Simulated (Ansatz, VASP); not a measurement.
## Two plane-wave programs on CoO

INCAR

```
PREC     = Accurate       # precision mode
ENCUT    = 520            # plane-wave cutoff, eV
EDIFF    = 1E-6           # SCF threshold, eV
ISMEAR   = 0              # smearing method
SIGMA    = 0.05           # smearing width, eV
LREAL    = False          # projectors in reciprocal space
LASPH    = True           # aspherical terms in the spheres
NELM     = 150            # most SCF steps
ALGO     = Normal         # electronic algorithm
ISIF     = 2              # what is computed and relaxed
LWAVE    = False          # write WAVECAR
LCHARG   = True           # write CHGCAR
ISPIN    = 2              # spin polarisation
MAGMOM   = 3 -3 0 0       # initial moments
LORBIT   = 11             # projections on sites
LMAXMIX  = 4              # l up to which the mixer works
LDAU     = True           # DFT+U
LDAUTYPE = 2            
LDAUL    = 2 -1           # shell
LDAUU    = 3.3 0          # U, eV
LDAUJ    = 0 0          
LDAUPRINT= 1            
GGA      = PE             # functional
LELF     = True           # ELF
LVHAR    = True         
NBANDS   = 27             # bands
```

File KPOINTS:

```
regular mesh
0
Gamma
  10 10 5
```

Contents of POSCAR:

```
CoO
1.0
    0.0000000000      2.1315016559      2.1315016559
    2.1315016559      0.0000000000      2.1315016559
    4.2630033118      4.2630033118      0.0000000000
Co O
2 2
Direct
    0.0000000000      0.0000000000      0.0000000000
    0.0000000000      0.0000000000      0.5000000000
    0.5000000000      0.5000000000      0.2500000000
    0.5000000000      0.5000000000      0.7500000000
```

Input for Ansatz:

```yaml
crystal:
  lattice:
    - [0.0, 2.1315016559, 2.1315016559]
    - [2.1315016559, 0.0, 2.1315016559]
    - [4.2630033118, 4.2630033118, 0.0]
  atoms:
    - { symbol: Co, position: [0.0, 0.0, 0.0], spin: 3.0 }
    - { symbol: O, position: [0.5, 0.5, 0.25] }
    - { symbol: Co, position: [0.0, 0.0, 0.5], spin: -3.0 }
    - { symbol: O, position: [0.5, 0.5, 0.75] }
basis:
  ecutwfc: 420
  ecutrho_ratio: 4
kpoints:
  mp_grid: { grid: [10, 10, 5] }
hamiltonian:
  xc: pbe
  hubbard: { sites: [{ species: Co, l: d, u_eff: 3.3 }] }
scf:
  occupations: { method: gaussian, width: 0.05 }
  lower_state_search: "off"
output:
  forces: true
  stress: true
  eigenvalues: true
  populations: true
  hubbard: { sites: [{ species: Co, l: d }] }
  write_density: true
  write_potential: true
  elf: true
  volumetric_format: npy
magnetization:
  spin_polarized: true
checkpoint:
  read: start.run
  write: ck
  compress: false
  write_wavefunctions: false
  write_every: 100000
```

Alike in both runs: task single point; functional PBE; k mesh 10 × 10 × 5; occupations gaussian, width 0.05 eV; collinear spin; Hubbard terms Co d U = 3.3 eV.

|  | VASP | Ansatz |
| --- | --- | --- |
| version | VASP 6.6.1 | Ansatz 0.2.0 |
| potentials or method | VASP PAW PBE potentials, release 64 (Co, O), cutoff 520 eV | scalar-relativistic, plane waves, PAW |
| valence electrons in the cell | 30 | 46 |

|  | VASP | Ansatz | Ansatz less VASP |
| --- | --- | --- | --- |
| pressure (GPa) | -1.9 | 5.6 | +7.41 |
| net moment per atom (μB) | 0.00 | 0.00 | 0.000 |
| size of the moment on the site where the two differ most (μB) | 2.65 | 2.53 | -0.124 |

Site moments also hang on the region over which each program counts them. The programs project onto different local orbitals, so the same U acts differently, and such runs can settle in different states. VASP's potentials hold 30 valence electrons a cell and Ansatz's 46, so a difference there can come from the potentials and not from the codes. Ansatz's warnings: stability check not made.
